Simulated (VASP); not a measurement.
Crystal: LiNbO3.

```xyz
10
Lattice="2.5948 1.4981 4.6722 -2.5948 1.4981 4.6722 0.0000 -2.9962 4.6722" Properties=species:S:1:pos:R:3 pbc="T T T"
Li    0.0000    0.0000    3.9468
Li    0.0000    0.0000   10.9551
Nb    0.0000    0.0000    0.0054
Nb    0.0000    0.0000    7.0137
O    -0.6424   -1.4591    5.5585
O     1.5849    0.1732    5.5585
O    -0.9424    1.2859    5.5585
O    -1.6524   -0.2122    7.8946
O     0.6424    1.5371    7.8946
O     1.0099   -1.3249    7.8946
```

Base run:

* Program: VASP 6.6.1
* Functional: r2SCAN
* Potentials or basis: VASP PAW PBE potentials, release 64 (Li_sv, Nb_sv, O)
* Cutoff: 520 eV
* k mesh: 6 × 6 × 6
* Occupations: gaussian, width 0.02 eV
* Spin: no spin polarisation

Its results: band gap on the k mesh 3.96 eV, indirect (least direct gap 3.98 eV); largest force 0.100 eV/Å.

Problem. The run is repeated on the same cell with these changes: functional from r2SCAN to PBE; further incar settings from ALGO = Normal; EDIFF = 1e-07; NBANDS = 45 to ALGO = Normal; EDIFF = 1e-06; NBANDS = 45. What comes out?

Solution. Band gap on the k mesh 3.55 eV, indirect (least direct gap 3.57 eV); largest force 0.021 eV/Å.

Caveats: the PAW data sets were made with another functional, which shifts forces and pressure a little (some runs).

A k mesh can miss the band edges.
